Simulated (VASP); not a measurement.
# EuS (Fm-3m) in VASP: notebook

Runs on EuS. Level: r2SCAN. Tasks: single point.

All numbers are computed with VASP 6.6.1; they aren't measurements. Logs are shortened: lines on timing, memory, paths and dates and some standing lists are left out, and cuts for length are marked.

**Experimental background.**

From “Crystal-field mediated electronic transitions of EuS up to 35 GPa”, 2022, pmc:8786971, for a powder of EuS at 300 K: band gap 1.72 eV (optical).

The results are compared with them further down.

## Step 1: The cell of the first run

The structure is cubic, space group Fm-3m (No. 225). The conventional cell has a = 5.856 Å, b = 5.856 Å, c = 5.856 Å, α = 90.00°, β = 90.00°, γ = 90.00°. Eu (site symmetry m-3m) has 6 S at 2.93 Å within 3.9 Å. Within 3.9 Å of S (site symmetry m-3m) lie 6 Eu at 2.93 Å.

## Step 2: Single point, r2SCAN, collinear spin, ferromagnetic start

Contents of POSCAR:

```
EuS
1.0
    0.0000000000      2.9280071947      2.9280071947
    2.9280071947      0.0000000000      2.9280071947
    2.9280071947      2.9280071947      0.0000000000
Eu S
1 1
Direct
    0.0000000000      0.0000000000      0.0000000000
    0.5000000000      0.5000000000      0.5000000000
```

Contents of INCAR.step1:

```
SYSTEM = EuS
PREC     = Accurate       ! precision mode
ENCUT    = 800            ! plane-wave cutoff, eV
ISMEAR   = 1              ! smearing method
SIGMA    = 0.1            ! smearing width, eV
LREAL    = .False.        ! projectors in reciprocal space
LASPH    = .True.         ! aspherical terms in the spheres
NELM     = 200            ! most SCF steps
ISPIN    = 2              ! spin polarisation
MAGMOM   = 7 0            ! initial moments
LMAXMIX  = 6              ! l up to which the mixer works
NBANDS   = 22             ! bands
GGA      = PE             ! functional
ALGO     = Normal         ! electronic algorithm
EDIFF    = 1E-5           ! SCF threshold, eV
LWAVE    = .True.         ! write WAVECAR
LCHARG   = .False.        ! write CHGCAR
GGA_COMPAT= .False.
```

Contents of INCAR.step2:

```
SYSTEM = EuS
PREC     = Accurate       ! precision mode
ENCUT    = 800            ! plane-wave cutoff, eV
EDIFF    = 1E-6           ! SCF threshold, eV
ISMEAR   = 1              ! smearing method
SIGMA    = 0.1            ! smearing width, eV
LREAL    = .False.        ! projectors in reciprocal space
LASPH    = .True.         ! aspherical terms in the spheres
NELM     = 200            ! most SCF steps
ALGO     = Normal         ! electronic algorithm
ISIF     = 2              ! what is computed and relaxed
LWAVE    = .False.        ! write WAVECAR
LCHARG   = .False.        ! write CHGCAR
ISPIN    = 2              ! spin polarisation
MAGMOM   = 7 0            ! initial moments
LORBIT   = 11             ! projections on sites
LMAXMIX  = 6              ! l up to which the mixer works
METAGGA  = R2SCAN         ! meta-GGA
LMIXTAU  = .True.       
NBANDS   = 22             ! bands
ISTART   = 1            
GGA_COMPAT= .False.
```

Contents of KPOINTS:

```
regular mesh
0
Gamma
  8 8 8
  0 0 0
```

Potentials or basis: VASP PAW PBE potentials, release 64 (Eu, S).

Run with:

```
cat potpaw_PBE.64/Eu/POTCAR potpaw_PBE.64/S/POTCAR > POTCAR
cp INCAR.step1 INCAR
mpirun -np 1 vasp_std > vasp.out
cp INCAR.step2 INCAR
mpirun -np 1 vasp_std > vasp.out
```

OUTCAR:

```text
SYSTEM = EuS
   PREC = Accurate
   ENCUT = 800
   EDIFF = 1E-6
   ISMEAR = 1
   LREAL = .False.
   LASPH = .True.
   NELM = 200
   ISIF = 2
   ISPIN = 2
   LORBIT = 11
   METAGGA = R2SCAN
   ISTART = 1

 ion  position               nearest neighbor table
   1  0.000  0.000  0.000-   2 2.93   2 2.93   2 2.93   2 2.93   2 2.93   2 2.93
   2  0.500  0.500  0.500-   1 2.93   1 2.93   1 2.93   1 2.93   1 2.93   1 2.93

  LATTYP: Found a face centered cubic cell.
 ALAT       =     5.8560143894

  Lattice vectors:

 A1 = (   0.0000000000,   2.9280071947,   2.9280071947)
 A2 = (   2.9280071947,   0.0000000000,   2.9280071947)
 A3 = (   2.9280071947,   2.9280071947,   0.0000000000)

Analysis of symmetry for initial positions (statically):
=====================================================================
 Subroutine PRICEL returns:
 Original cell was already a primitive cell.

 Routine SETGRP: Setting up the symmetry group for a
 face centered cubic supercell.

 Subroutine GETGRP returns: Found 48 space group operations
 (whereof 48 operations were pure point group operations)
 out of a pool of 48 trial point group operations.

The static configuration has the point symmetry O_h .

Analysis of symmetry for dynamics (positions and initial velocities):
=====================================================================
 Subroutine PRICEL returns:
 Original cell was already a primitive cell.

 Routine SETGRP: Setting up the symmetry group for a
 face centered cubic supercell.

 Subroutine GETGRP returns: Found 48 space group operations
 (whereof 48 operations were pure point group operations)
 out of a pool of 48 trial point group operations.

The dynamic configuration has the point symmetry O_h .

Analysis of structural, dynamic, and magnetic symmetry:
=====================================================================
 Subroutine PRICEL returns:
 Original cell was already a primitive cell.

 Routine SETGRP: Setting up the symmetry group for a
 face centered cubic supercell.

 Subroutine GETGRP returns: Found 48 space group operations
 (whereof 48 operations were pure point group operations)
 out of a pool of 48 trial point group operations.

The overall configuration has the point symmetry O_h .

 Subroutine INISYM returns: Found 48 space group operations
 (whereof 48 operations are pure point group operations),
 and found     1 'primitive' translations

----------------------------------------------------------------------------------------

                                     Primitive cell

  volume of cell :      50.2049

  direct lattice vectors                    reciprocal lattice vectors
     0.000000000  2.928007195  2.928007195    -0.170764608  0.170764608  0.170764608
     2.928007195  0.000000000  2.928007195     0.170764608 -0.170764608  0.170764608
     2.928007195  2.928007195  0.000000000     0.170764608  0.170764608 -0.170764608

  length of vectors
     4.140827485  4.140827485  4.140827485     0.295772977  0.295772977  0.295772977

  position of ions in fractional coordinates (direct lattice)
     0.000000000  0.000000000  0.000000000
     0.500000000  0.500000000  0.500000000

  ion indices of the primitive-cell ions
   primitive index   ion index
                 1           1
                 2           2

----------------------------------------------------------------------------------------

 KPOINTS: regular mesh

Automatic generation of k-mesh.
 Grid dimensions read from file:
 generate k-points for:    8    8    8

 Generating k-lattice:

  Cartesian coordinates                     Fractional coordinates (reciprocal lattice)
    -0.021345576  0.021345576  0.021345576     0.125000000  0.000000000  0.000000000
     0.021345576 -0.021345576  0.021345576     0.000000000  0.125000000  0.000000000
     0.021345576  0.021345576 -0.021345576     0.000000000  0.000000000  0.125000000

  Length of vectors
     0.036971622  0.036971622  0.036971622

  Shift w.r.t. Gamma in fractional coordinates (k-lattice)
     0.000000000  0.000000000  0.000000000

 Subroutine IBZKPT returns following result:
 ===========================================

 Found     29 irreducible k-points:

 Following reciprocal coordinates:
            Coordinates               Weight
  0.000000  0.000000  0.000000      1.000000
  0.125000  0.000000  0.000000      8.000000
  0.250000  0.000000  0.000000      8.000000
  0.375000  0.000000  0.000000      8.000000
  0.500000  0.000000  0.000000      4.000000
  0.125000  0.125000  0.000000      6.000000
[... 16 lines left out ...]
  0.500000  0.250000  0.125000     48.000000
 -0.375000  0.250000  0.125000     24.000000
 [... further k-points ...]
   k-points           NKPTS =     29   k-points in BZ     NKDIM =     29   number of bands    NBANDS=     22
   number of dos      NEDOS =    301   number of ions     NIONS =      2
   total plane-waves  NPLWV =  64000
   dimension x,y,z NGX =    40 NGY =   40 NGZ =   40
   dimension x,y,z NGXF=    80 NGYF=   80 NGZF=   80
   ions per type =               1   1
   NGX,Y,Z   is equivalent  to a cutoff of  16.06, 16.06, 16.06 a.u.
   NGXF,Y,Z  is equivalent  to a cutoff of  32.12, 32.12, 32.12 a.u.
 SYSTEM =  EuS
   PREC   = accura    normal or accurate (medium, high low for compatibility)
   ISTART =      1    job   : 0-new  1-cont  2-samecut
   ICHARG =      0    charge: 1-file 2-atom 10-const
   ISPIN  =      2    spin polarized calculation?
   LNONCOLLINEAR =      F non collinear calculations
   LSORBIT =      F    spin-orbit coupling
   LASPH  =      T    aspherical Exc in radial PAW
   ENCUT  =  800.0 eV  58.80 Ry    7.67 a.u.   9.55  9.55  9.55*2*pi/ulx,y,z
   NELM   =    200;   NELMIN=  2; NELMDL=  0     # of ELM steps
   EDIFF  = 0.1E-05   stopping-criterion for ELM
   LREAL  =      F    real-space projection
   EDIFFG = 0.1E-04   stopping-criterion for IOM
   NSW    =      0    number of steps for IOM
   IBRION =     -1    ionic relax: 0-MD 1-quasi-New 2-CG
   NFREE  =      0    steps in history (QN), initial steepest desc. (CG)
   ISIF   =      2    stress and relaxation
   ISYM   =      2    0-nonsym 1-usesym 2-fastsym
   POTIM  = 0.5000    time-step for ionic-motion
   TEBEG  =    0.0;   TEEND  =   0.0 temperature during run
   PSTRESS=    0.0 pullay stress
   NELECT =      23.0000    total number of electrons
   NUPDOWN=      -1.0000    fix difference up-down
   EMIN   =  10.00;   EMAX   =-10.00  energy-range for DOS
   EFERMI =   0.00;   METHOD = LEGACY
   ISMEAR =     1;   SIGMA  =   0.10  broadening in eV -4-tet -1-fermi 0-gaus
   EFERMI_NEDOS =   21; number of points for ismear=-14 and -15
   IALGO  =     38    algorithm
   IMIX   =      4    mixing-type and parameters
     AMIX     =   0.40;   BMIX     =  1.00
     AMIX_MAG =   1.60;   BMIX_MAG =  1.00
  volume/ion in A,a.u.               =      25.10       169.40
  Fermi-wavevector in a.u.,A,eV,Ry     =   1.262027  2.384885 21.670164  1.592712
  Thomas-Fermi vector in A             =   2.395456
   LORBIT       =     11    0 simple, 1 ext, 2 COOP (PROOUT), +10 PAW based schemes
   METAGGA = R2SCAN    functional components
   LHFCALC =     F    Hartree Fock is set to
   AEXX    =    0.0000 exact exchange contribution
   IVDW    =     0    specifies the selected vdW correction
   LEPSILON=     F    determine dielectric tensor
   LRPA    =     F    only Hartree local field effects (RPA)
 spin polarized calculation
 Methfessel and Paxton  Order N= 1 SIGMA  =   0.10
  energy-cutoff  :      800.00
  volume of cell :       50.20
 maximum number of plane-waves:      2637
 NGX is ok and might be reduce to    40
   NGX = 19   NGY = 19   NGZ = 19

 number of electron      23.0000000 magnetization       6.9888232

 Free energy of the ion-electron system (eV)
  ---------------------------------------------------
  ext. energy  EPLUGINS =         0.00000000
  ---------------------------------------------------
  free energy    TOTEN  =       -52.63578930 eV

  energy without entropy =      -52.63911454  energy(sigma->0) =      -52.63689772

 E-fermi :   4.5936     XC(G=0): -10.3569

 val. band max:        4.5687555339   @ k =   0.1250   0.0000   0.0000
 cond. band min:       4.6100336735   @ k =   0.1250   0.1250   0.0000
 fundamental gap:      0.0412781396
 Fermi energy:         4.5935847010

 spin component 1

 k-point     1 :       0.0000    0.0000    0.0000
  band No.  band energies     occupation
      1     -38.2524      1.00000
      2     -16.3540      1.00000
      3     -16.3540      1.00000
      4     -16.3540      1.00000
      5      -9.7172      1.00000
      6       1.5411      1.00000
[... 14 lines left out ...]
     21       6.7492      0.00000
     22      12.6021      0.00000
[... 552 lines left out ...]
  band No.  band energies     occupation
      1     -38.2326      1.00000
      2     -16.6859      1.00000
      3     -16.4660      1.00000
      4     -16.4124      1.00000
      5      -8.8969      1.00000
      6      -0.6415      1.00000
[... 14 lines left out ...]
     21      11.3571      0.00000
     22      12.6406      0.00000

 [... further k-points ...]

 spin component 2

 k-point     1 :       0.0000    0.0000    0.0000
  band No.  band energies     occupation
      1     -34.6007      1.00000
      2     -13.7694      1.00000
      3     -13.7694      1.00000
      4     -13.7694      1.00000
      5      -9.7077      1.00000
      6       1.7240      1.00000
[... 14 lines left out ...]
     21      10.9677      0.00000
     22      14.0502      0.00000
[... 552 lines left out ...]
  band No.  band energies     occupation
      1     -34.5705      1.00000
      2     -14.3142      1.00000
      3     -13.9259      1.00000
      4     -13.8496      1.00000
      5      -8.7841      1.00000
      6      -0.3514      1.00000
[... 14 lines left out ...]
     21      12.6985      0.00000
     22      13.7743      0.00000

 [... further k-points ...]

------------------------ aborting loop because EDIFF is reached ----------------------------------------

  FORCE on cell =-STRESS in cart. coord.  units (eV):
  Direction    XX          YY          ZZ          XY          YZ          ZX
  --------------------------------------------------------------------------------------
  -------------------------------------------------------------------------------------
  Total        0.0195059      0.0195059      0.0195059     -0.0000000     -0.0000000     -0.0000000
  in kB        0.6224876      0.6224876      0.6224876     -0.0000000     -0.0000000     -0.0000000
  external PRESSURE =       0.6224876 kB  Pullay stress =       0.0000000 kB

 VOLUME and BASIS-vectors are now :
 -----------------------------------------------------------------------------
  energy-cutoff  :      800.00
  volume of cell :       50.20
      direct lattice vectors                 reciprocal lattice vectors
     0.000000000  2.928007195  2.928007195    -0.170764608  0.170764608  0.170764608
     2.928007195  0.000000000  2.928007195     0.170764608 -0.170764608  0.170764608
     2.928007195  2.928007195  0.000000000     0.170764608  0.170764608 -0.170764608

 POSITION                                       TOTAL-FORCE (eV/Angst)
 -----------------------------------------------------------------------------------
      0.00000      0.00000      0.00000        -0.000000      0.000000      0.000000
      2.92801      2.92801      2.92801         0.000000     -0.000000     -0.000000
 -----------------------------------------------------------------------------------
    total drift:                                0.000000     -0.000000     -0.000000

  FREE ENERGIE OF THE ION-ELECTRON SYSTEM (eV)
  ---------------------------------------------------
  free  energy   TOTEN  =       -52.6357893042 eV

  energy  without entropy=      -52.6391145380  energy(sigma->0) =      -52.63689772

 total charge

# of ion       s       p       d       f       tot
--------------------------------------------------
    1        2.037   5.809   0.305   6.674  14.825
    2        1.306   2.483   0.000   0.000   3.789
--------------------------------------------------
tot          3.343   8.292   0.305   6.674  18.614

 magnetization (x)

# of ion       s       p       d       f       tot
--------------------------------------------------
    1       -0.026  -0.189   0.091   6.644   6.521
    2       -0.010  -0.075   0.000   0.000  -0.085
--------------------------------------------------
tot         -0.035  -0.263   0.091   6.644   6.437
```

Run time: 4.7 min. Hardware: 1 thread of Intel Xeon 6975P-C (Granite Rapids), shared host; peak memory 0.39 GiB.

What came out:

```yaml
Free_energy: -52.6358 eV
Pressure: 0.1 GPa
Band_gap_on_the_k_mesh: zero (filled and empty bands overlap)
Net_moment: 6.99 μB per cell
Site_moments: Eu +6.52; S -0.09 μB
Valence_electrons_inside_the_program's_atomic_spheres: Eu 14.82; S 3.79
```

Caveat: the PAW data sets were made with another functional, which shifts forces and pressure a little; spin-orbit coupling is left out, which moves the levels of the heavy elements; a cell with one magnetic atom can't hold antiferromagnetic order, which such compounds often take; semilocal functionals describe open f shells poorly, which spoils levels, moments and volumes.

## Step 3: Single point, r2SCAN, collinear spin, ferromagnetic start

This run uses another cell than the first one, of 25.76 Å³/atom.

Contents of POSCAR:

```
EuS
1.0
    0.0000000000      2.9534694048      2.9534694048
    2.9534694048      0.0000000000      2.9534694048
    2.9534694048      2.9534694048      0.0000000000
Eu S
1 1
Direct
    0.0000000000      0.0000000000      0.0000000000
    0.5000000000      0.5000000000      0.5000000000
```

Contents of INCAR.step1:

```
PREC = Accurate
ENCUT = 800
ISMEAR = 1
SIGMA = 0.1
LREAL = F
LASPH = T
NELM = 200
ISPIN = 2
MAGMOM = 7 0
LMAXMIX = 6
NBANDS = 22
GGA = PE
ALGO = Normal
EDIFF = 1E-5
LWAVE = T
LCHARG = F
GGA_COMPAT = F
```

Contents of INCAR.step2:

```
PREC = Accurate
ENCUT = 800
EDIFF = 1E-6
ISMEAR = 1
SIGMA = 0.1
LREAL = F
LASPH = T
NELM = 200
ALGO = Normal
ISIF = 2
LWAVE = F
LCHARG = F
ISPIN = 2
MAGMOM = 7 0
LORBIT = 11
LMAXMIX = 6
METAGGA = R2SCAN
LMIXTAU = T
NBANDS = 22
ISTART = 1
GGA_COMPAT = F
```

Contents of KPOINTS:

```
regular mesh
0
Gamma
  8 8 8
```

Potentials or basis: VASP PAW PBE potentials, release 64 (Eu, S).

Run with:

```
cat potpaw_PBE.64/Eu/POTCAR potpaw_PBE.64/S/POTCAR > POTCAR
cp INCAR.step1 INCAR
mpirun -np 1 vasp_std > vasp.out
cp INCAR.step2 INCAR
mpirun -np 1 vasp_std > vasp.out
```

Wall time 4.9 min (1 thread of Intel Xeon 6975P-C (Granite Rapids), shared host); peak memory 0.39 GiB.

It converged, with:

```yaml
Free_energy: -52.6307 eV
Pressure: -1.3 GPa
Band_gap_on_the_k_mesh: zero (filled and empty bands overlap)
Net_moment: 6.99 μB per cell
Site_moments: Eu +6.53; S -0.08 μB
Valence_electrons_inside_the_program's_atomic_spheres: Eu 14.82; S 3.78
```

Levels at points of the mesh, in eV from the Fermi level:
Spin up:
| k point | band 13 | band 14 | band 15 | band 16 | band 17 | band 18 |
| --- | --- | --- | --- | --- | --- | --- |
| (0.00, 0.00, 0.00) | 0.12 | 0.12 | 0.12 | 1.25 | 1.25 | 1.25 |
| (0.50, 0.00, 0.00) | -0.25 | -0.22 | -0.22 | 3.33 | 3.60 | 4.00 |
| (0.50, 0.50, 0.00) | -0.28 | -0.22 | -0.04 | -0.04 | 3.36 | 3.82 |
Spin down:
```
           k point  band 5  band 6  band 7  band 8  band 9  band 10  band 11  band 12
(0.00, 0.00, 0.00)  -14.22   -2.85   -2.85   -2.85    2.11     2.11     2.11     2.13
(0.50, 0.00, 0.00)  -13.13   -5.41   -4.04   -4.04    3.34     4.52     5.25     5.25
(0.50, 0.50, 0.00)  -13.89   -3.98   -3.20   -3.20   -0.03     4.45     4.77     5.67
```

Caveat: the PAW data sets were made with another functional, which shifts forces and pressure a little; spin-orbit coupling is left out, which moves the levels of the heavy elements; a cell with one magnetic atom can't hold antiferromagnetic order, which such compounds often take; semilocal functionals describe open f shells poorly, which spoils levels, moments and volumes.

## Step 4: Against experiment

Step 2. Measured gap of EuS: 1.72 eV (optical; 300 K; powder; “Crystal-field mediated electronic transitions of EuS up to 35 GPa”, 2022, pmc:8786971). This calculation gives 0.00 eV (-1.72 eV). So large a miss can be the level of theory's own, or it may mean another phase, state or a wrong row. Spin-orbit coupling on Eu is left out. The value is that of r2SCAN on a finite k mesh, which can miss the band edges, without temperature or zero-point motion. The run's magnetic order (collinear spin, ferromagnetic start) needn't be the measured crystal's.

The gap in the log of VASP goes by the Fermi energy; the results here count the filled bands.